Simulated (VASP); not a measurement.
# Pd (Fm-3m) in VASP: further runs

Pd is run at these levels: RPBE; tasks: single point, relaxation of cell and atoms.

Program: VASP 6.6.1. These are calculated values, not measurements. Logs are shortened: lines on timing, memory, paths and dates and some standing lists are left out, and cuts for length are marked.

### 1 The cell of the first run

Symmetry: Fm-3m, No. 225, cubic system. Conventional cell: a = 3.986 Å, b = 3.986 Å, c = 3.986 Å, α = 90.00°, β = 90.00°, γ = 90.00°. Pd (site symmetry m-3m) has 12 Pd at 2.82 Å within 3.7 Å.

### 2 Single point, RPBE

INCAR reads:

```
SYSTEM = Pd
PREC     = Accurate       ! precision mode
ENCUT    = 500            ! plane-wave cutoff, eV
EDIFF    = 1E-6           ! SCF threshold, eV
ISMEAR   = 0              ! smearing method
SIGMA    = 0.1            ! smearing width, eV
LREAL    = .False.        ! projectors in reciprocal space
LASPH    = .True.         ! aspherical terms in the spheres
NELM     = 120            ! most SCF steps
ALGO     = Normal         ! electronic algorithm
ISIF     = 2              ! what is computed and relaxed
LWAVE    = .False.        ! write WAVECAR
LCHARG   = .False.        ! write CHGCAR
GGA      = RP             ! functional
NBANDS   = 11             ! bands
GGA_COMPAT= .False.
```

KPOINTS reads:

```
regular mesh
0
Gamma
  8 8 8
  0 0 0
```

POSCAR reads:

```
Pd
1.0
    0.0000000000      1.9928346084      1.9928346084
    1.9928346084      0.0000000000      1.9928346084
    1.9928346084      1.9928346084      0.0000000000
Pd
1
Direct
    0.0000000000      0.0000000000      0.0000000000
```

Potentials or basis: VASP PAW PBE potentials, release 64 (Pd).

Run with:

```console
cat potpaw_PBE.64/Pd/POTCAR > POTCAR
mpirun -np 1 vasp_std > vasp.out
```

OUTCAR:

```text
SYSTEM = Pd
   PREC = Accurate
   ENCUT = 500
   EDIFF = 1E-6
   ISMEAR = 0
   LREAL = .False.
   LASPH = .True.
   NELM = 120
   ISIF = 2
   GGA = RP

 ion  position               nearest neighbor table
   1  0.000  0.000  0.000-

  LATTYP: Found a face centered cubic cell.
 ALAT       =     3.9856692168

  Lattice vectors:

 A1 = (   0.0000000000,   1.9928346084,   1.9928346084)
 A2 = (   1.9928346084,   0.0000000000,   1.9928346084)
 A3 = (   1.9928346084,   1.9928346084,   0.0000000000)

Analysis of symmetry for initial positions (statically):
=====================================================================
 Subroutine PRICEL returns:
 Original cell was already a primitive cell.

 Routine SETGRP: Setting up the symmetry group for a
 face centered cubic supercell.

 Subroutine GETGRP returns: Found 48 space group operations
 (whereof 48 operations were pure point group operations)
 out of a pool of 48 trial point group operations.

The static configuration has the point symmetry O_h .

Analysis of symmetry for dynamics (positions and initial velocities):
=====================================================================
 Subroutine PRICEL returns:
 Original cell was already a primitive cell.

 Routine SETGRP: Setting up the symmetry group for a
 face centered cubic supercell.

 Subroutine GETGRP returns: Found 48 space group operations
 (whereof 48 operations were pure point group operations)
 out of a pool of 48 trial point group operations.

The dynamic configuration has the point symmetry O_h .

 Subroutine INISYM returns: Found 48 space group operations
 (whereof 48 operations are pure point group operations),
 and found     1 'primitive' translations

----------------------------------------------------------------------------------------

                                     Primitive cell

  volume of cell :      15.8286

  direct lattice vectors                    reciprocal lattice vectors
     0.000000000  1.992834608  1.992834608    -0.250898894  0.250898894  0.250898894
     1.992834608  0.000000000  1.992834608     0.250898894 -0.250898894  0.250898894
     1.992834608  1.992834608  0.000000000     0.250898894  0.250898894 -0.250898894

  length of vectors
     2.818293731  2.818293731  2.818293731     0.434569633  0.434569633  0.434569633

  position of ions in fractional coordinates (direct lattice)
     0.000000000  0.000000000  0.000000000

  ion indices of the primitive-cell ions
   primitive index   ion index
                 1           1

----------------------------------------------------------------------------------------

 KPOINTS: regular mesh

Automatic generation of k-mesh.
 Grid dimensions read from file:
 generate k-points for:    8    8    8

 Generating k-lattice:

  Cartesian coordinates                     Fractional coordinates (reciprocal lattice)
    -0.031362362  0.031362362  0.031362362     0.125000000  0.000000000  0.000000000
     0.031362362 -0.031362362  0.031362362     0.000000000  0.125000000  0.000000000
     0.031362362  0.031362362 -0.031362362     0.000000000  0.000000000  0.125000000

  Length of vectors
     0.054321204  0.054321204  0.054321204

  Shift w.r.t. Gamma in fractional coordinates (k-lattice)
     0.000000000  0.000000000  0.000000000

 Subroutine IBZKPT returns following result:
 ===========================================

 Found     29 irreducible k-points:

 Following reciprocal coordinates:
            Coordinates               Weight
  0.000000  0.000000  0.000000      1.000000
  0.125000  0.000000  0.000000      8.000000
  0.250000  0.000000  0.000000      8.000000
  0.375000  0.000000  0.000000      8.000000
  0.500000  0.000000  0.000000      4.000000
  0.125000  0.125000  0.000000      6.000000
[... 16 lines left out ...]
  0.500000  0.250000  0.125000     48.000000
 -0.375000  0.250000  0.125000     24.000000
 [... further k-points ...]
   k-points           NKPTS =     29   k-points in BZ     NKDIM =     29   number of bands    NBANDS=     11
   number of dos      NEDOS =    301   number of ions     NIONS =      1
   total plane-waves  NPLWV =  13824
   dimension x,y,z NGX =    24 NGY =   24 NGZ =   24
   dimension x,y,z NGXF=    48 NGYF=   48 NGZF=   48
   ions per type =               1
   NGX,Y,Z   is equivalent  to a cutoff of  14.16, 14.16, 14.16 a.u.
   NGXF,Y,Z  is equivalent  to a cutoff of  28.31, 28.31, 28.31 a.u.
 SYSTEM =  Pd
   PREC   = accura    normal or accurate (medium, high low for compatibility)
   ISTART =      0    job   : 0-new  1-cont  2-samecut
   ICHARG =      2    charge: 1-file 2-atom 10-const
   ISPIN  =      1    spin polarized calculation?
   LNONCOLLINEAR =      F non collinear calculations
   LSORBIT =      F    spin-orbit coupling
   LASPH  =      T    aspherical Exc in radial PAW
   ENCUT  =  500.0 eV  36.75 Ry    6.06 a.u.   5.14  5.14  5.14*2*pi/ulx,y,z
   NELM   =    120;   NELMIN=  2; NELMDL= -5     # of ELM steps
   EDIFF  = 0.1E-05   stopping-criterion for ELM
   LREAL  =      F    real-space projection
   EDIFFG = 0.1E-04   stopping-criterion for IOM
   NSW    =      0    number of steps for IOM
   IBRION =     -1    ionic relax: 0-MD 1-quasi-New 2-CG
   NFREE  =      0    steps in history (QN), initial steepest desc. (CG)
   ISIF   =      2    stress and relaxation
   ISYM   =      2    0-nonsym 1-usesym 2-fastsym
   POTIM  = 0.5000    time-step for ionic-motion
   TEBEG  =    0.0;   TEEND  =   0.0 temperature during run
   PSTRESS=    0.0 pullay stress
   NELECT =      10.0000    total number of electrons
   NUPDOWN=      -1.0000    fix difference up-down
   EMIN   =  10.00;   EMAX   =-10.00  energy-range for DOS
   EFERMI =   0.00;   METHOD = LEGACY
   ISMEAR =     0;   SIGMA  =   0.10  broadening in eV -4-tet -1-fermi 0-gaus
   EFERMI_NEDOS =   21; number of points for ismear=-14 and -15
   IALGO  =     38    algorithm
   IMIX   =      4    mixing-type and parameters
     AMIX     =   0.40;   BMIX     =  1.00
     AMIX_MAG =   1.60;   BMIX_MAG =  1.00
  volume/ion in A,a.u.               =      15.83       106.82
  Fermi-wavevector in a.u.,A,eV,Ry     =   1.404732  2.654559 26.848008  1.973273
  Thomas-Fermi vector in A             =   2.527264
   LORBIT       =      0    0 simple, 1 ext, 2 COOP (PROOUT), +10 PAW based schemes
   GGA     = RP    functional components
   LHFCALC =     F    Hartree Fock is set to
   AEXX    =    0.0000 exact exchange contribution
   IVDW    =     0    specifies the selected vdW correction
   LEPSILON=     F    determine dielectric tensor
   LRPA    =     F    only Hartree local field effects (RPA)
 non-spin polarized calculation
 Gauss-broadening in eV      SIGMA  =   0.10
  energy-cutoff  :      500.00
  volume of cell :       15.83
 maximum number of plane-waves:       415
 NGX is ok and might be reduce to    24
   NGX = 11   NGY = 11   NGZ = 11

 number of electron      10.0000001 magnetization

 Free energy of the ion-electron system (eV)
  ---------------------------------------------------
  ext. energy  EPLUGINS =         0.00000000
  ---------------------------------------------------
  free energy    TOTEN  =        -4.61708219 eV

  energy without entropy =       -4.60571588  energy(sigma->0) =       -4.61139903

 E-fermi :   8.8371     XC(G=0): -12.6294

 val. band max:        8.8295847897   @ k =   0.5000   0.2500   0.0000
 cond. band min:       8.9116352880   @ k =   0.5000   0.3750   0.0000
 fundamental gap:      0.0820504984
 Fermi energy:         8.8371235195

 k-point     1 :       0.0000    0.0000    0.0000
  band No.  band energies     occupation
      1       2.1875      2.00000
      2       6.2540      2.00000
      3       6.2540      2.00000
      4       6.2540      2.00000
      5       7.6774      2.00000
      6       7.6774      2.00000
      7      25.8820      0.00000
      8      30.2849      0.00000
      9      30.2849      0.00000
     10      30.2849      0.00000
     11      35.0770      0.00000

 k-point     2 :       0.1250    0.0000    0.0000
  band No.  band energies     occupation
      1       2.7037      2.00000
      2       6.1061      2.00000
      3       6.4085      2.00000
      4       6.4085      2.00000
      5       7.6209      2.00000
      6       7.6209      2.00000
      7      26.1424      0.00000
      8      27.6480      0.00000
      9      30.7899      0.00000
     10      30.7899      0.00000
     11      34.9705      0.00000

 k-point     3 :       0.2500    0.0000    0.0000
  band No.  band energies     occupation
      1       3.8048      2.00000
      2       6.2335      2.00000
      3       6.5149      2.00000
      4       6.5149      2.00000
      5       7.8193      2.00000
      6       7.8193      2.00000
      7      22.7215      0.00000
      8      26.7779      0.00000
      9      31.5011      0.00000
     10      31.5011      0.00000
     11      33.8993      0.00000

 k-point     4 :       0.3750    0.0000    0.0000
  band No.  band energies     occupation
      1       4.0901      2.00000
      2       6.3207      2.00000
      3       6.3207      2.00000
      4       8.1023      2.00000
      5       8.4290      2.00000
      6       8.4290      2.00000
      7      18.2318      0.00000
      8      25.7232      0.00000
      9      30.1242      0.00000
     10      30.1242      0.00000
     11      34.5425      0.00000

 k-point     5 :       0.5000    0.0000    0.0000
  band No.  band energies     occupation
      1       4.0214      2.00000
      2       6.2103      2.00000
      3       6.2103      2.00000
      4       8.7503      1.78040
      5       8.7503      1.78039
      6       9.9504      0.00000
      7      15.5873      0.00000
      8      25.2150      0.00000
      9      29.2190      0.00000
     10      29.2190      0.00000
     11      34.9699      0.00000
[... 211 lines left out ...]
 k-point    21 :       0.5000    0.5000    0.0000
  band No.  band energies     occupation
      1       3.9552      2.00000
      2       4.2228      2.00000
      3       8.7180      1.90785
      4       9.0326      0.00570
      5       9.0326      0.00570
      6      12.1527      0.00000
      7      18.8602      0.00000
      8      21.6277      0.00000
      9      21.6277      0.00000
     10      29.3307      0.00000
     11      29.4107      0.00000

 k-point    22 :       0.3750    0.2500    0.1250
  band No.  band energies     occupation
      1       4.7465      2.00000
      2       5.3499      2.00000
      3       6.2976      2.00000
      4       7.4015      2.00000
      5       7.5700      2.00000
      6       9.0499      0.00262
      7      23.2965      0.00000
      8      23.9606      0.00000
      9      27.5093      0.00000
     10      30.2329      0.00000
     11      33.4344      0.00000

 k-point    23 :       0.5000    0.2500    0.1250
  band No.  band energies     occupation
      1       4.9300      2.00000
      2       5.7299      2.00000
      3       6.0919      2.00000
      4       7.2378      2.00000
      5       8.3150      2.00000
      6      11.1212      0.00000
      7      18.9720      0.00000
      8      23.3188      0.00000
      9      25.5100      0.00000
     10      30.2261      0.00000
     11      33.8129      0.00000

 k-point    24 :      -0.3750    0.2500    0.1250
  band No.  band energies     occupation
      1       4.8767      2.00000
      2       5.5551      2.00000
      3       6.6223      2.00000
      4       7.0288      2.00000
      5       8.6349      1.99577
      6      13.4487      0.00000
      7      15.7094      0.00000
      8      23.9120      0.00000
      9      24.0811      0.00000
     10      29.4062      0.00000
     11      34.7405      0.00000

 [... further k-points ...]

------------------------ aborting loop because EDIFF is reached ----------------------------------------

  FORCE on cell =-STRESS in cart. coord.  units (eV):
  Direction    XX          YY          ZZ          XY          YZ          ZX
  --------------------------------------------------------------------------------------
  -------------------------------------------------------------------------------------
  Total       -0.0123213     -0.0123213     -0.0123213      0.0000000      0.0000000      0.0000000
  in kB       -1.2471674     -1.2471674     -1.2471674      0.0000000      0.0000000      0.0000000
  external PRESSURE =      -1.2471674 kB  Pullay stress =       0.0000000 kB

 VOLUME and BASIS-vectors are now :
 -----------------------------------------------------------------------------
  energy-cutoff  :      500.00
  volume of cell :       15.83
      direct lattice vectors                 reciprocal lattice vectors
     0.000000000  1.992834608  1.992834608    -0.250898894  0.250898894  0.250898894
     1.992834608  0.000000000  1.992834608     0.250898894 -0.250898894  0.250898894
     1.992834608  1.992834608  0.000000000     0.250898894  0.250898894 -0.250898894

 POSITION                                       TOTAL-FORCE (eV/Angst)
 -----------------------------------------------------------------------------------
      0.00000      0.00000      0.00000        -0.000000      0.000000     -0.000000
 -----------------------------------------------------------------------------------
    total drift:                                0.000000      0.000000      0.000000

  FREE ENERGIE OF THE ION-ELECTRON SYSTEM (eV)
  ---------------------------------------------------
  free  energy   TOTEN  =        -4.6170821916 eV

  energy  without entropy=       -4.6057158770  energy(sigma->0) =       -4.61139903
```

Run time: 4.2 s. Hardware: 1 thread of Intel Xeon Platinum 8259CL at 2.50GHz (Skylake/Cascade Lake), shared host; peak memory 0.14 GiB.

What came out:

```
Free energy            : -4.6171 eV
Pressure               : -0.1 GPa
Band gap on the k mesh : zero (bands 5 and 6 overlap by 1.41 eV)
```

Caveat: the PAW data sets were made with another functional, which shifts forces and pressure a little.

(Part 1 of 2 ends here.)

The gap in the log of VASP goes by the Fermi energy; the results here count the filled bands.